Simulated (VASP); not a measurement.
# WS2 in VASP: single point with PBEsol

Aim: the single point of WS2 with PBEsol.

All numbers are computed with VASP 6.6.1; they aren't measurements. Logs are shortened: lines on timing, memory, paths and dates and some standing lists are left out, and cuts for length are marked.

### Step 1. The cell of the first run

The cell holds a slab with vacuum, 6 atoms: a = 3.312 Å, b = 3.155 Å, c = 24.817 Å, α = 87.65°, β = 83.86°, γ = 115.32°.

### Step 2. Single point, PBEsol

Contents of INCAR:

```
PREC = Accurate
ENCUT = 520
EDIFF = 1E-6
ISMEAR = 0
SIGMA = 0.05
LREAL = False
LASPH = True
NELM = 80
ALGO = Normal
ISIF = 2
LWAVE = False
LCHARG = False
GGA = PS
NBANDS = 35
```

Contents of KPOINTS:

```
Automatic mesh
0
Gamma
  12 12 2
```

Contents of POSCAR:

```
WS2
1.0
    3.3033682908      0.1730335771      0.1730335771
   -1.5018326719      2.7742840693      0.0633346849
    1.2964030150      1.2964030150     24.7495121041
W S
2 4
Direct
    0.3333333333      0.6666666667      0.6345659624
    0.6666666667      0.3333333333      0.3654340376
    0.3333333333      0.6666666667      0.2989660749
    0.6666666667      0.3333333333      0.5680485953
    0.3333333333      0.6666666667      0.4319514047
    0.6666666667      0.3333333333      0.7010339251
```

Potentials or basis: VASP PAW PBE potentials, release 64 (W_sv, S).

Started as:

```
$ cat potpaw_PBE.64/W_sv/POTCAR potpaw_PBE.64/S/POTCAR > POTCAR
$ mpirun -np 1 vasp_std > vasp.out
```

OUTCAR:

```text
PREC = Accurate
   ENCUT = 520
   EDIFF = 1E-6
   ISMEAR = 0
   LREAL = False
   LASPH = True
   NELM = 80
   ISIF = 2
   GGA = PS

 ion  position               nearest neighbor table
   1  0.333  0.667  0.635-   4 2.39   6 2.41   4 2.41   6 2.51   6 2.66   4 2.76
   2  0.667  0.333  0.365-   5 2.39   3 2.41   5 2.41   3 2.51   3 2.66   5 2.76
   3  0.333  0.667  0.299-   2 2.41   2 2.51   2 2.66
   4  0.667  0.333  0.568-   1 2.39   1 2.41   1 2.76
   5  0.333  0.667  0.432-   2 2.39   2 2.41   2 2.76
   6  0.667  0.333  0.701-   1 2.41   1 2.51   1 2.66

  LATTYP: Found a triclinic cell.
 ALAT       =     3.3124195541
 B/A-ratio  =     1.0452724646
 C/A-ratio  =     7.4187058070
 COS(alpha) =     0.0002156103
 COS(beta)  =     0.0280997991
 COS(gamma) =     0.5669282846

  Lattice vectors:

 A1 = (   3.3033682908,   0.1730335771,   0.1730335771)
 A2 = (   1.8015356189,   2.9473176464,   0.2363682620)
 A3 = (  -0.5051326039,  -1.6509146314,  24.5131438421)

Analysis of symmetry for initial positions (statically):
=====================================================================
 Subroutine PRICEL returns:
 Original cell was already a primitive cell.

 Routine SETGRP: Setting up the symmetry group for a
 triclinic supercell.

 Subroutine GETGRP returns: Found  2 space group operations
 (whereof  2 operations were pure point group operations)
 out of a pool of  2 trial point group operations.

The static configuration has the point symmetry S_2 .

Analysis of symmetry for dynamics (positions and initial velocities):
=====================================================================
 Subroutine PRICEL returns:
 Original cell was already a primitive cell.

 Routine SETGRP: Setting up the symmetry group for a
 triclinic supercell.

 Subroutine GETGRP returns: Found  2 space group operations
 (whereof  2 operations were pure point group operations)
 out of a pool of  2 trial point group operations.

The dynamic configuration has the point symmetry S_2 .

 Subroutine INISYM returns: Found  2 space group operations
 (whereof  2 operations are pure point group operations),
 and found     1 'primitive' translations

----------------------------------------------------------------------------------------

                                     Primitive cell

  volume of cell :     232.0318

  direct lattice vectors                    reciprocal lattice vectors
     3.303368291  0.173033577  0.173033577     0.295563231  0.160545806 -0.023891426
    -1.501832672  2.774284069  0.063334685    -0.017489737  0.351384726 -0.017489737
     1.296403015  1.296403015 24.749512104    -0.002021642 -0.002021642  0.040616628

  length of vectors
     3.312419554  3.155339087 24.817326023     0.337199317  0.352254180  0.040717128

  position of ions in fractional coordinates (direct lattice)
     0.333333333  0.666666667  0.634565962
     0.666666667  0.333333333  0.365434038
     0.333333333  0.666666667  0.298966075
     0.666666667  0.333333333  0.568048595
     0.333333333  0.666666667  0.431951405
     0.666666667  0.333333333  0.701033925

  ion indices of the primitive-cell ions
   primitive index   ion index
                 1           1
                 2           2
                 3           3
                 4           4
                 5           5
                 6           6

----------------------------------------------------------------------------------------

 KPOINTS: Automatic mesh

Automatic generation of k-mesh.
 Grid dimensions read from file:
 generate k-points for:   12   12    2

 Generating k-lattice:

  Cartesian coordinates                     Fractional coordinates (reciprocal lattice)
     0.024630269  0.013378817 -0.001990952     0.083333333  0.000000000  0.000000000
    -0.001457478  0.029282061 -0.001457478    -0.000000000  0.083333333  0.000000000
    -0.001010821 -0.001010821  0.020308314     0.000000000 -0.000000000  0.500000000

  Length of vectors
     0.028099943  0.029354515  0.020358564

  Shift w.r.t. Gamma in fractional coordinates (k-lattice)
     0.000000000  0.000000000  0.000000000

 Subroutine IBZKPT returns following result:
 ===========================================

 Found    148 irreducible k-points:

 Following reciprocal coordinates:
            Coordinates               Weight
  0.000000  0.000000  0.000000      1.000000
  0.083333  0.000000 -0.000000      2.000000
  0.166667  0.000000 -0.000000      2.000000
  0.250000  0.000000 -0.000000      2.000000
  0.333333  0.000000 -0.000000      2.000000
  0.416667 -0.000000 -0.000000      2.000000
[... 16 lines left out ...]
  0.250000  0.166667 -0.000000      2.000000
  0.333333  0.166667  0.000000      2.000000
 [... further k-points ...]
   k-points           NKPTS =    148   k-points in BZ     NKDIM =    148   number of bands    NBANDS=     35
   number of dos      NEDOS =    301   number of ions     NIONS =      6
   total plane-waves  NPLWV = 129024
   dimension x,y,z NGX =    28 NGY =   24 NGZ =  192
   dimension x,y,z NGXF=    56 NGYF=   48 NGZF=  384
   ions per type =               2   4
   NGX,Y,Z   is equivalent  to a cutoff of  14.05, 12.64, 12.86 a.u.
   NGXF,Y,Z  is equivalent  to a cutoff of  28.11, 25.29, 25.72 a.u.
 SYSTEM =  unknown system
   PREC   = accura    normal or accurate (medium, high low for compatibility)
   ISTART =      0    job   : 0-new  1-cont  2-samecut
   ICHARG =      2    charge: 1-file 2-atom 10-const
   ISPIN  =      1    spin polarized calculation?
   LNONCOLLINEAR =      F non collinear calculations
   LSORBIT =      F    spin-orbit coupling
   LASPH  =      T    aspherical Exc in radial PAW
   ENCUT  =  520.0 eV  38.22 Ry    6.18 a.u.   6.16  5.87 46.14*2*pi/ulx,y,z
   NELM   =     80;   NELMIN=  2; NELMDL= -5     # of ELM steps
   EDIFF  = 0.1E-05   stopping-criterion for ELM
   LREAL  =      F    real-space projection
   EDIFFG = 0.1E-04   stopping-criterion for IOM
   NSW    =      0    number of steps for IOM
   IBRION =     -1    ionic relax: 0-MD 1-quasi-New 2-CG
   NFREE  =      0    steps in history (QN), initial steepest desc. (CG)
   ISIF   =      2    stress and relaxation
   ISYM   =      2    0-nonsym 1-usesym 2-fastsym
   POTIM  = 0.5000    time-step for ionic-motion
   TEBEG  =    0.0;   TEEND  =   0.0 temperature during run
   PSTRESS=    0.0 pullay stress
   NELECT =      52.0000    total number of electrons
   NUPDOWN=      -1.0000    fix difference up-down
   EMIN   =  10.00;   EMAX   =-10.00  energy-range for DOS
   EFERMI =   0.00;   METHOD = LEGACY
   ISMEAR =     0;   SIGMA  =   0.05  broadening in eV -4-tet -1-fermi 0-gaus
   EFERMI_NEDOS =   21; number of points for ismear=-14 and -15
   IALGO  =     38    algorithm
   IMIX   =      4    mixing-type and parameters
     AMIX     =   0.40;   BMIX     =  1.00
     AMIX_MAG =   1.60;   BMIX_MAG =  1.00
  volume/ion in A,a.u.               =      38.67       260.97
  Fermi-wavevector in a.u.,A,eV,Ry     =   0.994398  1.879139 13.453805  0.988827
  Thomas-Fermi vector in A             =   2.126346
   LORBIT       =      0    0 simple, 1 ext, 2 COOP (PROOUT), +10 PAW based schemes
   GGA     = PS    functional components
   LHFCALC =     F    Hartree Fock is set to
   AEXX    =    0.0000 exact exchange contribution
   IVDW    =     0    specifies the selected vdW correction
   LEPSILON=     F    determine dielectric tensor
   LRPA    =     F    only Hartree local field effects (RPA)
 non-spin polarized calculation
 Gauss-broadening in eV      SIGMA  =   0.05
  energy-cutoff  :      520.00
  volume of cell :      232.03
 maximum number of plane-waves:      6301
 NGX is ok and might be reduce to    28
   NGX = 13   NGY = 11   NGZ = 93

 number of electron      51.9999997 magnetization

 Free energy of the ion-electron system (eV)
  ---------------------------------------------------
  ext. energy  EPLUGINS =         0.00000000
  ---------------------------------------------------
  free energy    TOTEN  =       -48.61698199 eV

  energy without entropy =      -48.61698199  energy(sigma->0) =      -48.61698199

 E-fermi :   0.7348     XC(G=0):  -5.8433

 val. band max:        0.2904039238   @ k =   0.0000   0.0000   0.0000
 cond. band min:       1.3795330688   @ k =  -0.1667   0.2500   0.0000
 fundamental gap:      1.0891291450
 Fermi energy:         0.7347541169

 k-point     1 :       0.0000    0.0000    0.0000
  band No.  band energies     occupation
      1     -74.1933      2.00000
      2     -74.1933      2.00000
      3     -38.3834      2.00000
      4     -38.3834      2.00000
      5     -38.3131      2.00000
      6     -38.3131      2.00000
[... 27 lines left out ...]
     34       3.3729      0.00000
     35       4.6639      0.00000

 k-point     2 :       0.0833    0.0000   -0.0000
  band No.  band energies     occupation
      1     -74.1929      2.00000
      2     -74.1929      2.00000
      3     -38.3888      2.00000
      4     -38.3888      2.00000
      5     -38.3169      2.00000
      6     -38.3169      2.00000
[... 27 lines left out ...]
     34       3.4511      0.00000
     35       5.0219      0.00000

 k-point     3 :       0.1667    0.0000   -0.0000
  band No.  band energies     occupation
      1     -74.1917      2.00000
      2     -74.1916      2.00000
      3     -38.4088      2.00000
      4     -38.4088      2.00000
      5     -38.3222      2.00000
      6     -38.3222      2.00000
[... 27 lines left out ...]
     34       3.6628      0.00000
     35       5.7069      0.00000
[... 723 lines left out ...]
 k-point    23 :       0.2500    0.1667   -0.0000
  band No.  band energies     occupation
      1     -74.1867      2.00000
      2     -74.1867      2.00000
      3     -38.4699      2.00000
      4     -38.4699      2.00000
      5     -38.3126      2.00000
      6     -38.3126      2.00000
[... 27 lines left out ...]
     34       4.1253      0.00000
     35       6.5770      0.00000

 k-point    24 :       0.3333    0.1667    0.0000
  band No.  band energies     occupation
      1     -74.1855      2.00000
      2     -74.1855      2.00000
      3     -38.4953      2.00000
      4     -38.4953      2.00000
      5     -38.3095      2.00000
      6     -38.3095      2.00000
[... 27 lines left out ...]
     34       4.2439      0.00000
     35       5.9207      0.00000

 [... further k-points ...]

------------------------ aborting loop because EDIFF is reached ----------------------------------------

  FORCE on cell =-STRESS in cart. coord.  units (eV):
  Direction    XX          YY          ZZ          XY          YZ          ZX
  --------------------------------------------------------------------------------------
  -------------------------------------------------------------------------------------
  Total      -10.4680891     -9.7828232    -11.3848088     -4.5948777     -6.6018384     -6.6930521
  in kB      -72.2820522    -67.5502976    -78.6119930    -31.7275855    -45.5856290    -46.2154590
  external PRESSURE =     -72.8147810 kB  Pullay stress =       0.0000000 kB

 VOLUME and BASIS-vectors are now :
 -----------------------------------------------------------------------------
  energy-cutoff  :      520.00
  volume of cell :      232.03
      direct lattice vectors                 reciprocal lattice vectors
     3.303368291  0.173033577  0.173033577     0.295563231  0.160545806 -0.023891426
    -1.501832672  2.774284069  0.063334685    -0.017489737  0.351384726 -0.017489737
     1.296403015  1.296403015 24.749512104    -0.002021642 -0.002021642  0.040616628

 POSITION                                       TOTAL-FORCE (eV/Angst)
 -----------------------------------------------------------------------------------
      0.92255      2.72985     15.80510         0.278815      0.064157      0.493151
      2.17538      1.51387      9.18078        -0.278815     -0.064157     -0.493151
      0.48748      2.29478      7.49917         1.035327      0.923342      1.871977
      2.43805      1.77654     14.19539         0.732579      0.843355      1.371581
      0.65988      2.46718     10.79049        -0.732579     -0.843355     -1.371581
      2.61046      1.94894     17.48671        -1.035327     -0.923342     -1.871977
 -----------------------------------------------------------------------------------
    total drift:                                0.000000     -0.000000      0.000000

  FREE ENERGIE OF THE ION-ELECTRON SYSTEM (eV)
  ---------------------------------------------------
  free  energy   TOTEN  =       -48.6169819873 eV

  energy  without entropy=      -48.6169819873  energy(sigma->0) =      -48.61698199
```

Wall time 36 min (1 thread of Oxide Virtual Turin-like, shared host); peak memory 0.98 GiB.

What came out:

- Free energy: -48.6170 eV
- Largest force: 2.330 eV/Å
- Band gap on the k mesh: 1.09 eV (least direct gap 1.36 eV)

Forces in eV/Å, atoms in the order of the input:
```
W    0.279  0.064  0.493
W   -0.279 -0.064 -0.493
S    1.035  0.923  1.872
S    0.733  0.843  1.372
S   -0.733 -0.843 -1.372
S   -1.035 -0.923 -1.872
```

Levels at points of the mesh, in eV from the valence-band top:
```csv
k point,band 24,band 25,band 26,band 27,band 28,band 29
"(0.00, 0.00, 0.00)",-1.38,-0.42,0.00,1.36,1.44,1.97
"(0.50, 0.00, 0.00)",-0.94,-0.86,-0.84,1.88,1.89,2.45
"(0.00, 0.50, 0.00)",-1.34,-0.91,-0.90,1.59,1.59,2.59
"(0.50, 0.50, 0.00)",-1.85,-0.81,-0.79,2.01,2.05,2.38
"(0.00, 0.00, 0.50)",-1.38,-0.42,0.00,1.36,1.44,1.97
"(0.50, 0.00, 0.50)",-0.94,-0.86,-0.84,1.88,1.89,2.45
"(0.00, 0.50, 0.50)",-1.34,-0.91,-0.90,1.59,1.59,2.59
"(0.50, 0.50, 0.50)",-1.85,-0.81,-0.79,2.01,2.05,2.38
```

Caveat: there is no dipole correction, which matters where the two faces differ; the PAW data sets were made with another functional, which shifts forces and pressure a little; spin-orbit coupling is left out, which moves the levels of the heavy elements.
